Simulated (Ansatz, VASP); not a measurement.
## MgO: VASP beside Ansatz

INCAR

```
SYSTEM = MgO
ALGO = Normal ; EDIFF = 1E-6
ENCUT = 520 ; GGA = PE
ISIF = 2 ; ISMEAR = 0
LASPH = .TRUE. ; LCHARG = .FALSE.
LREAL = .FALSE. ; LWAVE = .FALSE.
NBANDS = 16 ; NELM = 60
PREC = Accurate ; SIGMA = 0.05
```

Contents of KPOINTS:

```
k-points
0
G
  9 9 6
  0 0 0
```

The input POSCAR:

```
MgO
1.0
    3.7106776307      0.0000000000      0.0000000000
   -1.8553388154      3.2135410934      0.0000000000
    0.0000000000      0.0000000000      4.1233049832
Mg O
2 2
Direct
    0.6666666667      0.3333333333      0.7500000000
    0.3333333333      0.6666666667      0.2500000000
    0.6666666667      0.3333333333      0.2500000000
    0.3333333333      0.6666666667      0.7500000000
```

Input for Ansatz:

```yaml
crystal:
  lattice:
    - [3.7106776307, 0.0, 0.0]
    - [-1.8553388154, 3.2135410934, 0.0]
    - [0.0, 0.0, 4.1233049832]
  atoms:
    - { symbol: Mg, position: [0.6666666667, 0.3333333333, 0.75] }
    - { symbol: Mg, position: [0.3333333333, 0.6666666667, 0.25] }
    - { symbol: O, position: [0.6666666667, 0.3333333333, 0.25] }
    - { symbol: O, position: [0.3333333333, 0.6666666667, 0.75] }
basis:
  ecutwfc: 520.0
kpoints:
  mp_grid: { grid: [9, 9, 6] }
hamiltonian:
  xc: pbe
  pseudopotentials: { kind: paw, azcp: { folder: soft_1 } }
scf:
  occupations: { method: gaussian, width: 0.05 }
output:
  forces: true
  stress: true
  eigenvalues: true
```

Alike in both runs: task single point; functional PBE; k mesh 9 × 9 × 6; occupations gaussian, width 0.05 eV; no spin polarisation.

|  | VASP | Ansatz |
| --- | --- | --- |
| version | VASP 6.6.1 | Ansatz 0.2.0 |
| potentials or method | VASP PAW PBE potentials, release 64 (Mg, O), cutoff 520 eV | scalar-relativistic, plane waves, PAW |
| valence electrons in the cell | 16 | 32 |

Ansatz gave:

* gap on the k mesh at the Fermi level (eV): 3.05
* least direct gap on the mesh (eV): 3.05
* pressure (GPa): -6.5
* traceless stress, the component that is largest in VASP (GPa): 5.78

Task: Estimate VASP's values.

Result: gap on the k mesh at the Fermi level (eV): 3.03; least direct gap on the mesh (eV): 3.03; pressure (GPa): -7.1; traceless stress, the component that is largest in VASP (GPa): 5.72.

VASP's potentials hold 16 valence electrons a cell and Ansatz's 32, so a difference there can come from the potentials and not from the codes.
